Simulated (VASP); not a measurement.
**Pt: single point with LDA**

The system is Pt.

```
Pt
1.0
     0.00000    2.17928    1.60025
     2.17928    0.00000    1.60025
     2.17928    2.17928    0.00000
Pt
1
Direct
  0.00000 0.00000 0.00000
```

```
Program             : VASP 6.6.1
Task                : single point
Functional          : LDA
Potentials or basis : VASP PAW LDA potentials, release 64 (Pt)
Cutoff              : 520 eV
k mesh              : 22 × 22 × 22
Occupations         : gaussian, width 0.15 eV
Spin                : no spin polarisation
```

The pressure is -4.6 GPa and the band gap on the k mesh is zero (bands 5 and 6 overlap by 2.31 eV).

Stress tensor (GPa, compression positive):
```
-5.88  0.00  0.00
 0.00 -5.88  0.00
 0.00  0.00 -2.05
```

Levels at points of the mesh, in eV from the Fermi level:
```
           k point  band 3  band 4  band 5  band 6  band 7  band 8
(0.00, 0.00, 0.00)   -3.80   -3.47   -1.25   -0.83   16.60   17.32
(0.50, 0.00, 0.00)   -1.43   -0.66    0.07    1.11    6.53   13.40
(0.50, 0.50, 0.00)    0.51    0.62    0.62    6.98    8.12    8.12
(0.50, 0.00, 0.50)   -0.93   -0.54    0.33    1.19    6.87   12.99
```

Run time: 94 s on 1 thread of Intel Xeon 8259CL (shared host), peak memory 0.25 GiB.

Caveat: the cell stands under tension; spin-orbit coupling is left out, which moves the levels of the heavy elements.
